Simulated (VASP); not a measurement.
# Cu3Pt (Pm-3m) in VASP: further runs

The runs below take Cu3Pt through electric field gradients, with LDA.

Program: VASP 6.6.1. These are calculated values, not measurements. Logs are shortened: lines on timing, memory, paths and dates and some standing lists are left out, and cuts for length are marked.

## Step 1: The cell of the first run

It takes space group Pm-3m (No. 221, cubic). The conventional cell has a = 3.685 Å, b = 3.685 Å, c = 3.685 Å, α = 90.00°, β = 90.00°, γ = 90.00°. Cu (site symmetry 4/mmm) has 8 Cu at 2.61 Å and 4 Pt at 2.61 Å within 3.4 Å. Pt (site symmetry m-3m) has 12 Cu at 2.61 Å within 3.4 Å.

## Step 2: Electric field gradients, LDA (volume scaled by 0.98)

INCAR

```
SYSTEM = Cu3Pt
PREC     = Accurate       ! precision mode
ENCUT    = 520            ! plane-wave cutoff, eV
EDIFF    = 1E-8           ! SCF threshold, eV
ISMEAR   = -1             ! smearing method
SIGMA    = 0.05           ! smearing width, eV
LREAL    = .False.        ! projectors in reciprocal space
LASPH    = .True.         ! aspherical terms in the spheres
NELM     = 60             ! most SCF steps
ALGO     = Normal         ! electronic algorithm
ISIF     = 2              ! what is computed and relaxed
LWAVE    = .False.        ! write WAVECAR
LCHARG   = .False.        ! write CHGCAR
GGA      = CA             ! functional
LEFG     = .True.       
NBANDS   = 30             ! bands
```

KPOINTS

```
Automatic mesh
0
Gamma
  9 9 9
  0 0 0
```

POSCAR

```
Cu3Pt
1.0
    3.6850999209      0.0000000000      0.0000000000
    0.0000000000      3.6850999209      0.0000000000
    0.0000000000      0.0000000000      3.6850999209
Cu Pt
3 1
Direct
    0.0000000000      0.5000000000      0.5000000000
    0.5000000000      0.0000000000      0.5000000000
    0.5000000000      0.5000000000      0.0000000000
    0.0000000000      0.0000000000      0.0000000000
```

Potentials or basis: VASP PAW LDA potentials, release 64 (Cu, Pt).

Command:

```
cat potpaw_LDA.64/Cu/POTCAR potpaw_LDA.64/Pt/POTCAR > POTCAR
mpirun -np 1 vasp_std > vasp.out
```

OUTCAR:

```text
SYSTEM = Cu3Pt
   PREC = Accurate
   ENCUT = 520
   EDIFF = 1E-8
   ISMEAR = -1
   LREAL = .False.
   LASPH = .True.
   NELM = 60
   ISIF = 2
   GGA = CA

 ion  position               nearest neighbor table
   1  0.000  0.500  0.500-   2 2.61   3 2.61   4 2.61   3 2.61   4 2.61   2 2.61   4 2.61   4 2.61
                             2 2.61   3 2.61   3 2.61   2 2.61
   2  0.500  0.000  0.500-   1 2.61   3 2.61   4 2.61   3 2.61   4 2.61   1 2.61   3 2.61   3 2.61
                             1 2.61   4 2.61   4 2.61   1 2.61
   3  0.500  0.500  0.000-   1 2.61   2 2.61   4 2.61   1 2.61   2 2.61   2 2.61   4 2.61   2 2.61
                             1 2.61   4 2.61   1 2.61   4 2.61
   4  0.000  0.000  0.000-   1 2.61   2 2.61   3 2.61   1 2.61   2 2.61   1 2.61   3 2.61   1 2.61
                             2 2.61   3 2.61   2 2.61   3 2.61

  LATTYP: Found a simple cubic cell.
 ALAT       =     3.6850999209

  Lattice vectors:

 A1 = (   3.6850999209,   0.0000000000,   0.0000000000)
 A2 = (   0.0000000000,   3.6850999209,   0.0000000000)
 A3 = (   0.0000000000,   0.0000000000,   3.6850999209)

Analysis of symmetry for initial positions (statically):
=====================================================================
 Subroutine PRICEL returns:
 Original cell was already a primitive cell.

 Routine SETGRP: Setting up the symmetry group for a
 simple cubic supercell.

 Subroutine GETGRP returns: Found 48 space group operations
 (whereof 48 operations were pure point group operations)
 out of a pool of 48 trial point group operations.

The static configuration has the point symmetry O_h .

Analysis of symmetry for dynamics (positions and initial velocities):
=====================================================================
 Subroutine PRICEL returns:
 Original cell was already a primitive cell.

 Routine SETGRP: Setting up the symmetry group for a
 simple cubic supercell.

 Subroutine GETGRP returns: Found 48 space group operations
 (whereof 48 operations were pure point group operations)
 out of a pool of 48 trial point group operations.

The dynamic configuration has the point symmetry O_h .

 Subroutine INISYM returns: Found 48 space group operations
 (whereof 48 operations are pure point group operations),
 and found     1 'primitive' translations

----------------------------------------------------------------------------------------

                                     Primitive cell

  volume of cell :      50.0435

  direct lattice vectors                    reciprocal lattice vectors
     3.685099921  0.000000000  0.000000000     0.271363062  0.000000000  0.000000000
     0.000000000  3.685099921  0.000000000     0.000000000  0.271363062  0.000000000
     0.000000000  0.000000000  3.685099921     0.000000000  0.000000000  0.271363062

  length of vectors
     3.685099921  3.685099921  3.685099921     0.271363062  0.271363062  0.271363062

  position of ions in fractional coordinates (direct lattice)
     0.000000000  0.500000000  0.500000000
     0.500000000  0.000000000  0.500000000
     0.500000000  0.500000000  0.000000000
     0.000000000  0.000000000  0.000000000

  ion indices of the primitive-cell ions
   primitive index   ion index
                 1           1
                 2           2
                 3           3
                 4           4

----------------------------------------------------------------------------------------

 KPOINTS: Automatic mesh

Automatic generation of k-mesh.
 Grid dimensions read from file:
 generate k-points for:    9    9    9

 Generating k-lattice:

  Cartesian coordinates                     Fractional coordinates (reciprocal lattice)
     0.030151451  0.000000000  0.000000000     0.111111111  0.000000000  0.000000000
[... 45 lines left out ...]
   dimension x,y,z NGXF=    56 NGYF=   56 NGZF=   56
   ions per type =               3   1
   NGX,Y,Z   is equivalent  to a cutoff of  12.63, 12.63, 12.63 a.u.
   NGXF,Y,Z  is equivalent  to a cutoff of  25.26, 25.26, 25.26 a.u.
 SYSTEM =  Cu3Pt
   PREC   = accura    normal or accurate (medium, high low for compatibility)
   ISTART =      0    job   : 0-new  1-cont  2-samecut
   ICHARG =      2    charge: 1-file 2-atom 10-const
   ISPIN  =      1    spin polarized calculation?
   LNONCOLLINEAR =      F non collinear calculations
   LSORBIT =      F    spin-orbit coupling
   LASPH  =      T    aspherical Exc in radial PAW
   ENCUT  =  520.0 eV  38.22 Ry    6.18 a.u.   6.85  6.85  6.85*2*pi/ulx,y,z
   NELM   =     60;   NELMIN=  2; NELMDL= -5     # of ELM steps
   EDIFF  = 0.1E-07   stopping-criterion for ELM
   LREAL  =      F    real-space projection
   EDIFFG = 0.1E-06   stopping-criterion for IOM
   NSW    =      0    number of steps for IOM
   IBRION =     -1    ionic relax: 0-MD 1-quasi-New 2-CG
   NFREE  =      0    steps in history (QN), initial steepest desc. (CG)
   ISIF   =      2    stress and relaxation
   ISYM   =      2    0-nonsym 1-usesym 2-fastsym
   POTIM  = 0.5000    time-step for ionic-motion
   TEBEG  =    0.0;   TEEND  =   0.0 temperature during run
   PSTRESS=    0.0 pullay stress
   NELECT =      43.0000    total number of electrons
   NUPDOWN=      -1.0000    fix difference up-down
   EMIN   =  10.00;   EMAX   =-10.00  energy-range for DOS
   EFERMI =   0.00;   METHOD = LEGACY
   ISMEAR =    -1;   SIGMA  =   0.05  broadening in eV -4-tet -1-fermi 0-gaus
   EFERMI_NEDOS =   21; number of points for ismear=-14 and -15
   IALGO  =     38    algorithm
   IMIX   =      4    mixing-type and parameters
     AMIX     =   0.40;   BMIX     =  1.00
     AMIX_MAG =   1.60;   BMIX_MAG =  1.00
  volume/ion in A,a.u.               =      12.51        84.43
  Fermi-wavevector in a.u.,A,eV,Ry     =   1.556378  2.941128 32.957557  2.422312
  Thomas-Fermi vector in A             =   2.660182
   LORBIT       =      0    0 simple, 1 ext, 2 COOP (PROOUT), +10 PAW based schemes
   GGA     = CA    functional components
   LHFCALC =     F    Hartree Fock is set to
   AEXX    =    0.0000 exact exchange contribution
   IVDW    =     0    specifies the selected vdW correction
   LEPSILON=     F    determine dielectric tensor
   LRPA    =     F    only Hartree local field effects (RPA)
 non-spin polarized calculation
  energy-cutoff  :      520.00
  volume of cell :       50.04
 maximum number of plane-waves:      1359
 NGX is ok and might be reduce to    28
   NGX = 13   NGY = 13   NGZ = 13

 number of electron      43.0000103 magnetization

 Free energy of the ion-electron system (eV)
  ---------------------------------------------------
  ext. energy  EPLUGINS =         0.00000000
  ---------------------------------------------------
  free energy    TOTEN  =       -22.09797747 eV

  energy without entropy =      -22.08347694  energy(sigma->0) =      -22.09072720

 E-fermi :   8.2588     XC(G=0): -13.3186

 val. band max:        8.2552748968   @ k =   0.4444   0.4444   0.1111
 cond. band min:       8.3001641169   @ k =   0.3333   0.2222   0.0000
 fundamental gap:      0.0448892201
 Fermi energy:         8.2587805060

 k-point     1 :       0.0000    0.0000    0.0000
  band No.  band energies     occupation
      1      -1.0917      2.00000
      2       2.6967      2.00000
      3       2.6967      2.00000
      4       3.5608      2.00000
      5       3.5608      2.00000
      6       3.5608      2.00000
[... 781 lines left out ...]
     29      20.4482      0.00000
     30      21.1413      0.00000

 [... further k-points ...]

------------------------ aborting loop because EDIFF is reached ----------------------------------------

  FORCE on cell =-STRESS in cart. coord.  units (eV):
  Direction    XX          YY          ZZ          XY          YZ          ZX
  --------------------------------------------------------------------------------------
  -------------------------------------------------------------------------------------
  Total       -2.4910968     -2.4910968     -2.4910968      0.0000000      0.0000000      0.0000000
  in kB      -79.7541673    -79.7541673    -79.7541673      0.0000000      0.0000000      0.0000000
  external PRESSURE =     -79.7541673 kB  Pullay stress =       0.0000000 kB

 VOLUME and BASIS-vectors are now :
 -----------------------------------------------------------------------------
  energy-cutoff  :      520.00
  volume of cell :       50.04
      direct lattice vectors                 reciprocal lattice vectors
     3.685099921  0.000000000  0.000000000     0.271363062  0.000000000  0.000000000
     0.000000000  3.685099921  0.000000000     0.000000000  0.271363062  0.000000000
     0.000000000  0.000000000  3.685099921     0.000000000  0.000000000  0.271363062

 POSITION                                       TOTAL-FORCE (eV/Angst)
 -----------------------------------------------------------------------------------
      0.00000      1.84255      1.84255         0.000000      0.000000      0.000000
      1.84255      0.00000      1.84255         0.000000      0.000000      0.000000
      1.84255      1.84255      0.00000         0.000000      0.000000      0.000000
      0.00000      0.00000      0.00000         0.000000      0.000000      0.000000
 -----------------------------------------------------------------------------------
    total drift:                                0.000000      0.000000      0.000000

  FREE ENERGIE OF THE ION-ELECTRON SYSTEM (eV)
  ---------------------------------------------------
  free  energy   TOTEN  =       -22.0979774658 eV

  energy  without entropy=      -22.0834769435  energy(sigma->0) =      -22.09072720

 Electric field gradients (V/A^2)
---------------------------------------------------------------------
 ion       V_xx      V_yy      V_zz      V_xy      V_xz      V_yz
---------------------------------------------------------------------
   1      29.354   -14.677   -14.677    -0.000    -0.000    -0.000
   2     -14.677    29.354   -14.677     0.000    -0.000    -0.000
   3     -14.677   -14.677    29.354    -0.000    -0.000    -0.000
   4      -0.000    -0.000    -0.000    -0.000    -0.000    -0.000
---------------------------------------------------------------------

 Electric field gradients after diagonalization (V/A^2)
 (convention: |V_zz| > |V_xx| > |V_yy|)
----------------------------------------------------------------------
 ion       V_xx      V_yy      V_zz     asymmetry (V_yy - V_xx)/ V_zz
----------------------------------------------------------------------
   1     -14.677   -14.677    29.354       0.000
   2     -14.677   -14.677    29.354       0.000
   3     -14.677   -14.677    29.354       0.000
   4      -0.000    -0.000    -0.000      -0.716
----------------------------------------------------------------------

           NMR quadrupolar parameters

 Cq : quadrupolar parameter    Cq=e*Q*V_zz/h
 eta: asymmetry parameters     (V_yy - V_xx)/ V_zz
 Q  : nuclear electric quadrupole moment in mb (millibarn)
----------------------------------------------------------------------
 ion       Cq(MHz)       eta       Q (mb)
----------------------------------------------------------------------
   1       0.071       0.000       1.000
   2       0.071       0.000       1.000
   3       0.071       0.000       1.000
   4      -0.000      -0.716       1.000
----------------------------------------------------------------------
```

Wall time 23 s (1 thread of Intel Xeon 6975P-C (Granite Rapids), shared host); peak memory 0.17 GiB.

What came out:

* Free energy: -22.0980 eV
* Pressure: -8.0 GPa

Electric field gradients, principal values (V/Å²):
```csv
atom,least,middle,greatest (by size)
1 Cu,-14.677,-14.677,29.354
2 Cu,-14.677,-14.677,29.354
3 Cu,-14.677,-14.677,29.354
4 Pt,0.000,0.000,0.000
```

Caveat: without QUAD_EFG the Cq values of the log hold for a quadrupole moment of 1 mb, not for the nuclei; spin-orbit coupling is left out, which moves the levels of the heavy elements.

(Continued in part 2 of 3.)
